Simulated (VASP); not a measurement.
# NaH (Fm-3m) in VASP: a series of runs

NaH is run at these levels: PBE-based screened hybrid with 10 % exact exchange, PBE-based screened hybrid with 75 % exact exchange, PBE-based screened hybrid with 100 % exact exchange, HSE06; tasks: single point.

Everything below comes from runs of VASP 6.6.1. Logs are shortened: lines on timing, memory, paths and dates and some standing lists are left out, and cuts for length are marked.

**1. The cell of the first run**

Symmetry: Fm-3m, No. 225, cubic system. Conventional cell: a = 4.795 Å, b = 4.795 Å, c = 4.795 Å, α = 90.00°, β = 90.00°, γ = 90.00°. Within 3.2 Å of Na (site symmetry m-3m) lie 6 H at 2.40 Å. Within 3.2 Å of H (site symmetry m-3m) lie 6 Na at 2.40 Å.

**2. Single point, PBE-based screened hybrid with 10 % exact exchange**

Contents of POSCAR:

```
NaH
1.0
    0.0000000000      2.3975122873      2.3975122873
    2.3975122873      0.0000000000      2.3975122873
    2.3975122873      2.3975122873      0.0000000000
Na H
1 1
Direct
    0.0000000000      0.0000000000      0.0000000000
    0.5000000000      0.5000000000      0.5000000000
```

Contents of INCAR.step1:

```
PREC     = Accurate       # precision mode
ENCUT    = 400            # plane-wave cutoff, eV
EDIFF    = 1E-5           # SCF threshold, eV
ISMEAR   = 0              # smearing method
SIGMA    = 0.01           # smearing width, eV
LREAL    = F              # projectors in reciprocal space
LASPH    = T              # aspherical terms in the spheres
NELM     = 120            # most SCF steps
ALGO     = Normal         # electronic algorithm
ISIF     = 2              # what is computed and relaxed
LWAVE    = T              # write WAVECAR
LCHARG   = F              # write CHGCAR
NBANDS   = 11             # bands
GGA      = PE             # functional
GGA_COMPAT= F
```

Contents of INCAR.step2:

```
PREC     = Accurate       # precision mode
ENCUT    = 400            # plane-wave cutoff, eV
EDIFF    = 1E-6           # SCF threshold, eV
ISMEAR   = 0              # smearing method
SIGMA    = 0.01           # smearing width, eV
LREAL    = F              # projectors in reciprocal space
LASPH    = T              # aspherical terms in the spheres
NELM     = 120            # most SCF steps
ALGO     = Normal         # electronic algorithm
ISIF     = 2              # what is computed and relaxed
LWAVE    = F              # write WAVECAR
LCHARG   = F              # write CHGCAR
GGA      = PE             # functional
LHFCALC  = T              # exact exchange
AEXX     = 0.1            # exact-exchange fraction
HFSCREEN = 0.2078         # screening, 1/A
PRECFOCK = Normal       
NBANDS   = 11             # bands
ISTART   = 1            
GGA_COMPAT= F
```

Contents of KPOINTS:

```
regular mesh
0
Gamma
  4 4 4
```

Potentials or basis: VASP PAW PBE potentials, release 64 (Na_pv, H).

Started as:

```console
$ cat potpaw_PBE.64/Na_pv/POTCAR potpaw_PBE.64/H/POTCAR > POTCAR
$ cp INCAR.step1 INCAR
$ mpirun -np 1 vasp_std > vasp.out
$ cp INCAR.step2 INCAR
$ mpirun -np 1 vasp_std > vasp.out
```

OUTCAR:

```text
PREC = Accurate
   ENCUT = 400
   EDIFF = 1E-6
   ISMEAR = 0
   LREAL = F
   LASPH = T
   NELM = 120
   ISIF = 2
   GGA = PE
   LHFCALC = T
   AEXX = 0.1
   HFSCREEN = 0.2078
   PRECFOCK = Normal
   ISTART = 1

 ion  position               nearest neighbor table
   1  0.000  0.000  0.000-
   2  0.500  0.500  0.500-

  LATTYP: Found a face centered cubic cell.
 ALAT       =     4.7950245746

  Lattice vectors:

 A1 = (   0.0000000000,   2.3975122873,   2.3975122873)
 A2 = (   2.3975122873,   0.0000000000,   2.3975122873)
 A3 = (   2.3975122873,   2.3975122873,   0.0000000000)

Analysis of symmetry for initial positions (statically):
=====================================================================
 Subroutine PRICEL returns:
 Original cell was already a primitive cell.

 Routine SETGRP: Setting up the symmetry group for a
 face centered cubic supercell.

 Subroutine GETGRP returns: Found 48 space group operations
 (whereof 48 operations were pure point group operations)
 out of a pool of 48 trial point group operations.

The static configuration has the point symmetry O_h .

Analysis of symmetry for dynamics (positions and initial velocities):
=====================================================================
 Subroutine PRICEL returns:
 Original cell was already a primitive cell.

 Routine SETGRP: Setting up the symmetry group for a
 face centered cubic supercell.

 Subroutine GETGRP returns: Found 48 space group operations
 (whereof 48 operations were pure point group operations)
 out of a pool of 48 trial point group operations.

The dynamic configuration has the point symmetry O_h .

 Subroutine INISYM returns: Found 48 space group operations
 (whereof 48 operations are pure point group operations),
 and found     1 'primitive' translations

----------------------------------------------------------------------------------------

                                     Primitive cell

  volume of cell :      27.5621

  direct lattice vectors                    reciprocal lattice vectors
     0.000000000  2.397512287  2.397512287    -0.208549505  0.208549505  0.208549505
     2.397512287  0.000000000  2.397512287     0.208549505 -0.208549505  0.208549505
     2.397512287  2.397512287  0.000000000     0.208549505  0.208549505 -0.208549505

  length of vectors
     3.390594393  3.390594393  3.390594393     0.361218338  0.361218338  0.361218338

  position of ions in fractional coordinates (direct lattice)
     0.000000000  0.000000000  0.000000000
     0.500000000  0.500000000  0.500000000

  ion indices of the primitive-cell ions
   primitive index   ion index
                 1           1
                 2           2

----------------------------------------------------------------------------------------

 KPOINTS: regular mesh

Automatic generation of k-mesh.
 Grid dimensions read from file:
 generate k-points for:    4    4    4

 Generating k-lattice:

  Cartesian coordinates                     Fractional coordinates (reciprocal lattice)
    -0.052137376  0.052137376  0.052137376     0.250000000  0.000000000  0.000000000
     0.052137376 -0.052137376  0.052137376     0.000000000  0.250000000  0.000000000
     0.052137376  0.052137376 -0.052137376     0.000000000  0.000000000  0.250000000

  Length of vectors
     0.090304585  0.090304585  0.090304585

  Shift w.r.t. Gamma in fractional coordinates (k-lattice)
     0.000000000  0.000000000  0.000000000

 Subroutine IBZKPT returns following result:
 ===========================================

 Found      8 irreducible k-points:

 Following reciprocal coordinates:
            Coordinates               Weight
  0.000000  0.000000  0.000000      1.000000
  0.250000  0.000000  0.000000      8.000000
  0.500000  0.000000  0.000000      4.000000
  0.250000  0.250000  0.000000      6.000000
  0.500000  0.250000  0.000000     24.000000
 -0.250000  0.250000  0.000000     12.000000
  0.500000  0.500000  0.000000      3.000000
 -0.250000  0.500000  0.250000      6.000000
   k-points           NKPTS =      8   k-points in BZ     NKDIM =     64   number of bands    NBANDS=     11
   number of dos      NEDOS =    301   number of ions     NIONS =      2
   total plane-waves  NPLWV =  13824
   dimension x,y,z NGX =    24 NGY =   24 NGZ =   24
   dimension x,y,z NGXF=    48 NGYF=   48 NGZF=   48
   ions per type =               1   1
   NGX,Y,Z   is equivalent  to a cutoff of  11.77, 11.77, 11.77 a.u.
   NGXF,Y,Z  is equivalent  to a cutoff of  23.54, 23.54, 23.54 a.u.
 SYSTEM =  unknown system
   PREC   = accura    normal or accurate (medium, high low for compatibility)
   ISTART =      1    job   : 0-new  1-cont  2-samecut
   ICHARG =      0    charge: 1-file 2-atom 10-const
   ISPIN  =      1    spin polarized calculation?
   LNONCOLLINEAR =      F non collinear calculations
   LSORBIT =      F    spin-orbit coupling
   LASPH  =      T    aspherical Exc in radial PAW
   ENCUT  =  400.0 eV  29.40 Ry    5.42 a.u.   5.53  5.53  5.53*2*pi/ulx,y,z
   NELM   =    120;   NELMIN=  2; NELMDL=  0     # of ELM steps
   EDIFF  = 0.1E-05   stopping-criterion for ELM
   LREAL  =      F    real-space projection
   EDIFFG = 0.1E-04   stopping-criterion for IOM
   NSW    =      0    number of steps for IOM
   IBRION =     -1    ionic relax: 0-MD 1-quasi-New 2-CG
   NFREE  =      0    steps in history (QN), initial steepest desc. (CG)
   ISIF   =      2    stress and relaxation
   ISYM   =      3    0-nonsym 1-usesym 2-fastsym
   POTIM  = 0.5000    time-step for ionic-motion
   TEBEG  =    0.0;   TEEND  =   0.0 temperature during run
   PSTRESS=    0.0 pullay stress
   NELECT =       8.0000    total number of electrons
   NUPDOWN=      -1.0000    fix difference up-down
   EMIN   =  10.00;   EMAX   =-10.00  energy-range for DOS
   EFERMI =   0.00;   METHOD = LEGACY
   ISMEAR =     0;   SIGMA  =   0.01  broadening in eV -4-tet -1-fermi 0-gaus
   EFERMI_NEDOS =   21; number of points for ismear=-14 and -15
   IALGO  =     38    algorithm
   IMIX   =      1    mixing-type and parameters
     AMIX     =   0.40;   BMIX     =  1.00
     AMIX_MAG =   1.60;   BMIX_MAG =  1.00
  volume/ion in A,a.u.               =      13.78        93.00
  Fermi-wavevector in a.u.,A,eV,Ry     =   1.083929  2.048328 15.985500  1.174901
  Thomas-Fermi vector in A             =   2.220006
   LORBIT       =      0    0 simple, 1 ext, 2 COOP (PROOUT), +10 PAW based schemes
   GGA     = PE    functional components
   LHFCALC =     T    Hartree Fock is set to
   PRECFOCK=normal    Normal, Fast or Accurate (Low or Medium for compatibility)
   ENCUT4O =  -1.0   cutoff for four orbital integrals eV
   NKREDX  =     1    reduce k-point grid by
   NKREDY  =     1    reduce k-point grid by
   NKREDZ  =     1    reduce k-point grid by
   AEXX    =    0.1000 exact exchange contribution
   HFSCREEN=    0.2078 screening length (either q_TF or 0.3 A-1)
   HFSCREENC=   0.2078 screening length for correlation (either q_TF or 0.3 A-1)
   ENCUTFOCK=  -1.0 apply spherical cutoff to Coloumb kernel
   IVDW    =     0    specifies the selected vdW correction
   LEPSILON=     F    determine dielectric tensor
   LRPA    =     F    only Hartree local field effects (RPA)
 non-spin polarized calculation
 Gauss-broadening in eV      SIGMA  =   0.01
  energy-cutoff  :      400.00
  volume of cell :       27.56
 maximum number of plane-waves:       531
 NGX is ok and might be reduce to    24
  NGX = 18; NGY = 18; NGZ = 18

 number of electron       8.0000004 magnetization

 Free energy of the ion-electron system (eV)
  ---------------------------------------------------
  ext. energy  EPLUGINS =         0.00000000
  ---------------------------------------------------
  free energy    TOTEN  =        -5.35077287 eV

  energy without entropy =       -5.35077287  energy(sigma->0) =       -5.35077287

 E-fermi :  -1.1552     XC(G=0):  -7.3432

 val. band max:       -1.3305720580   @ k =  -0.2500   0.5000   0.2500
 cond. band min:       2.8768245169   @ k =   0.5000   0.0000   0.0000
 fundamental gap:      4.2073965749
 Fermi energy:        -1.1551962996

 k-point     1 :       0.0000    0.0000    0.0000
  band No.  band energies     occupation
      1     -24.3100      2.00000
      2     -24.3100      2.00000
      3     -24.3100      2.00000
      4      -5.1595      2.00000
      5       9.9137      0.00000
      6      14.9983      0.00000
      7      14.9983      0.00000
      8      14.9983      0.00000
      9      15.9763      0.00000
     10      15.9763      0.00000
     11      15.9763      0.00000

 k-point     2 :       0.2500    0.0000    0.0000
  band No.  band energies     occupation
      1     -24.3595      2.00000
      2     -24.3156      2.00000
      3     -24.3156      2.00000
      4      -4.0605      2.00000
      5       6.4937      0.00000
      6      10.9050      0.00000
      7      13.4013      0.00000
      8      13.4013      0.00000
      9      16.9193      0.00000
     10      16.9193      0.00000
     11      18.3139      0.00000

 k-point     3 :       0.5000    0.0000    0.0000
  band No.  band energies     occupation
      1     -24.4086      2.00000
      2     -24.3213      2.00000
      3     -24.3213      2.00000
      4      -2.2405      2.00000
      5       2.8768      0.00000
      6      10.1595      0.00000
      7      12.7578      0.00000
      8      12.7578      0.00000
      9      15.8752      0.00000
     10      15.8752      0.00000
     11      18.4537      0.00000

 k-point     4 :       0.2500    0.2500    0.0000
  band No.  band energies     occupation
      1     -24.3564      2.00000
      2     -24.3262      2.00000
      3     -24.3262      2.00000
      4      -3.7289      2.00000
      5       6.7700      0.00000
      6      10.8924      0.00000
      7      11.3233      0.00000
      8      11.3233      0.00000
      9      14.2483      0.00000
     10      19.3252      0.00000
     11      21.8935      0.00000

 k-point     5 :       0.5000    0.2500    0.0000
  band No.  band energies     occupation
      1     -24.3887      2.00000
      2     -24.3459      2.00000
      3     -24.3320      2.00000
      4      -1.9887      2.00000
      5       4.2006      0.00000
      6       7.0062      0.00000
      7      10.9221      0.00000
      8      11.8950      0.00000
      9      16.4109      0.00000
     10      19.5225      0.00000
     11      19.9059      0.00000

 k-point     6 :      -0.2500    0.2500    0.0000
  band No.  band energies     occupation
      1     -24.3798      2.00000
      2     -24.3477      2.00000
      3     -24.3215      2.00000
      4      -2.5789      2.00000
      5       5.0667      0.00000
      6       6.6501      0.00000
      7      12.4143      0.00000
      8      12.9782      0.00000
      9      17.9364      0.00000
     10      18.2388      0.00000
     11      19.2727      0.00000

 k-point     7 :       0.5000    0.5000    0.0000
  band No.  band energies     occupation
      1     -24.3964      2.00000
      2     -24.3426      2.00000
      3     -24.3426      2.00000
      4      -1.5169      2.00000
      5       3.7557      0.00000
      6       9.2698      0.00000
      7      10.0076      0.00000
      8      10.0076      0.00000
      9      11.2724      0.00000
     10      23.5489      0.00000
     11      25.2870      0.00000

 k-point     8 :      -0.2500    0.5000    0.2500
  band No.  band energies     occupation
      1     -24.3694      2.00000
      2     -24.3694      2.00000
      3     -24.3452      2.00000
      4      -1.3306      2.00000
      5       5.1941      0.00000
      6       5.1941      0.00000
      7       7.6847      0.00000
      8      15.9640      0.00000
      9      17.2417      0.00000
     10      17.2417      0.00000
     11      18.9254      0.00000

------------------------ aborting loop because EDIFF is reached ----------------------------------------

  FORCE on cell =-STRESS in cart. coord.  units (eV):
  Direction    XX          YY          ZZ          XY          YZ          ZX
  --------------------------------------------------------------------------------------
  -------------------------------------------------------------------------------------
  Total        0.0109234      0.0109234      0.0109234      0.0000000     -0.0000000      0.0000000
  in kB        0.6349745      0.6349745      0.6349745      0.0000000     -0.0000000      0.0000000
  external PRESSURE =       0.6349745 kB  Pullay stress =       0.0000000 kB

 VOLUME and BASIS-vectors are now :
 -----------------------------------------------------------------------------
  energy-cutoff  :      400.00
  volume of cell :       27.56
      direct lattice vectors                 reciprocal lattice vectors
     0.000000000  2.397512287  2.397512287    -0.208549505  0.208549505  0.208549505
     2.397512287  0.000000000  2.397512287     0.208549505 -0.208549505  0.208549505
     2.397512287  2.397512287  0.000000000     0.208549505  0.208549505 -0.208549505

 POSITION                                       TOTAL-FORCE (eV/Angst)
 -----------------------------------------------------------------------------------
      0.00000      0.00000      0.00000         0.000000     -0.000000     -0.000000
      2.39751      2.39751      2.39751        -0.000000      0.000000      0.000000
 -----------------------------------------------------------------------------------
    total drift:                                0.000000      0.000000      0.000000

  FREE ENERGIE OF THE ION-ELECTRON SYSTEM (eV)
  ---------------------------------------------------
  free  energy   TOTEN  =        -5.3507728693 eV

  energy  without entropy=       -5.3507728693  energy(sigma->0) =       -5.35077287
```

Run time: 23 s. Hardware: 1 thread of Intel Xeon Platinum 8375C at 2.90GHz (Ice Lake), shared host; peak memory 0.23 GiB.

What came out:

```
Free energy            : -5.3508 eV
Pressure               : 0.1 GPa
Band gap on the k mesh : 4.21 eV (least direct gap 5.12 eV)
```

Caveat: the k points lie up to 0.57 Å⁻¹ apart; the PAW data sets were made with another functional, which shifts forces and pressure a little.

**3. Single point, PBE-based screened hybrid with 75 % exact exchange**

POSCAR is that of step 2.

Contents of INCAR.step1:

```
ALGO = Normal ; EDIFF = 1E-5
ENCUT = 400 ; GGA = PE
GGA_COMPAT = False ; ISIF = 2
ISMEAR = 0 ; LASPH = True
LCHARG = False ; LREAL = False
LWAVE = True ; NBANDS = 11
NELM = 120 ; PREC = Accurate
SIGMA = 0.01
```

Contents of INCAR.step2:

```
AEXX = 0.75 ; ALGO = Normal
EDIFF = 1E-6 ; ENCUT = 400
GGA = PE ; GGA_COMPAT = False
HFSCREEN = 0.5 ; ISIF = 2
ISMEAR = 0 ; ISTART = 1
LASPH = True ; LCHARG = False
LHFCALC = True ; LREAL = False
LWAVE = False ; NBANDS = 11
NELM = 120 ; PREC = Accurate
PRECFOCK = Normal ; SIGMA = 0.01
```

Contents of KPOINTS:

```
k-points
0
Gamma
  4 4 4
```

Potentials or basis: VASP PAW PBE potentials, release 64 (Na_pv, H).

Started as:

```console
$ cat potpaw_PBE.64/Na_pv/POTCAR potpaw_PBE.64/H/POTCAR > POTCAR
$ cp INCAR.step1 INCAR
$ mpirun -np 1 vasp_std > vasp.out
$ cp INCAR.step2 INCAR
$ mpirun -np 1 vasp_std > vasp.out
```

It took 42 s on 1 thread of Intel Xeon Platinum 8375C at 2.90GHz (Ice Lake), shared host; peak memory 0.23 GiB.

The run converged. Its results:

- Free energy: -6.2341 eV
- Pressure: -0.9 GPa
- Band gap on the k mesh: 5.33 eV (least direct gap 6.29 eV)

Levels at points of the mesh, in eV from the valence-band top:
| k point | band 1 | band 2 | band 3 | band 4 | band 5 | band 6 | band 7 | band 8 |
| --- | --- | --- | --- | --- | --- | --- | --- | --- |
| (0.00, 0.00, 0.00) | -28.32 | -28.32 | -28.32 | -3.98 | 13.03 | 17.98 | 17.98 | 17.98 |
| (0.50, 0.00, 0.00) | -28.39 | -28.32 | -28.32 | -0.96 | 5.33 | 13.06 | 15.68 | 15.68 |
| (0.50, 0.50, 0.00) | -28.38 | -28.34 | -28.34 | -0.18 | 6.19 | 12.00 | 12.77 | 12.77 |

Caveat: the k points lie up to 0.57 Å⁻¹ apart; the PAW data sets were made with another functional, which shifts forces and pressure a little.

**4. Single point, PBE-based screened hybrid with 100 % exact exchange**

POSCAR is that of step 3.

Contents of INCAR.step1:

```
PREC = Accurate
ENCUT = 400
EDIFF = 1E-5
ISMEAR = 0
SIGMA = 0.01
LREAL = False
LASPH = True
NELM = 120
ALGO = Normal
ISIF = 2
LWAVE = True
LCHARG = False
GGA = PE
NBANDS = 11
GGA_COMPAT = False
```

Contents of INCAR.step2:

```
PREC = Accurate
ENCUT = 400
EDIFF = 1E-6
ISMEAR = 0
SIGMA = 0.01
LREAL = False
LASPH = True
NELM = 120
ALGO = Normal
ISIF = 2
LWAVE = False
LCHARG = False
GGA = PE
LHFCALC = True
AEXX = 1.0
HFSCREEN = 0.3
PRECFOCK = Normal
ISTART = 1
NBANDS = 11
ALDAC = 1.0
AGGAC = 1.0
GGA_COMPAT = False
```

Contents of KPOINTS:

```
regular mesh
0
Gamma
  4 4 4
```

Started as:

```console
$ cat potpaw_PBE.64/Na_pv/POTCAR potpaw_PBE.64/H/POTCAR > POTCAR
$ cp INCAR.step1 INCAR
$ mpirun -np 1 vasp_std > vasp.out
$ cp INCAR.step2 INCAR
$ mpirun -np 1 vasp_std > vasp.out
```

Run time: 42 s. Hardware: 1 thread of Intel Xeon Platinum 8375C at 2.90GHz (Ice Lake), shared host; peak memory 0.23 GiB.

Results (log left out):

| Quantity | Value |
| --- | --- |
| Free energy | -7.4756 eV |
| Pressure | -1.4 GPa |
| Band gap on the k mesh | 7.28 eV (least direct gap 8.30 eV) |

Levels at points of the mesh, in eV from the valence-band top:
```
           k point  band 2  band 3  band 4  band 5  band 6  band 7
(0.00, 0.00, 0.00)  -31.04  -31.04   -4.59   15.76   20.45   20.45
(0.50, 0.00, 0.00)  -31.04  -31.04   -1.13    7.28   15.48   18.21
(0.50, 0.50, 0.00)  -31.06  -31.06   -0.19    8.12   14.19   15.15
```

Caveat: the k points lie up to 0.57 Å⁻¹ apart; the PAW data sets were made with another functional, which shifts forces and pressure a little.

(Continued in part 2 of 2.)
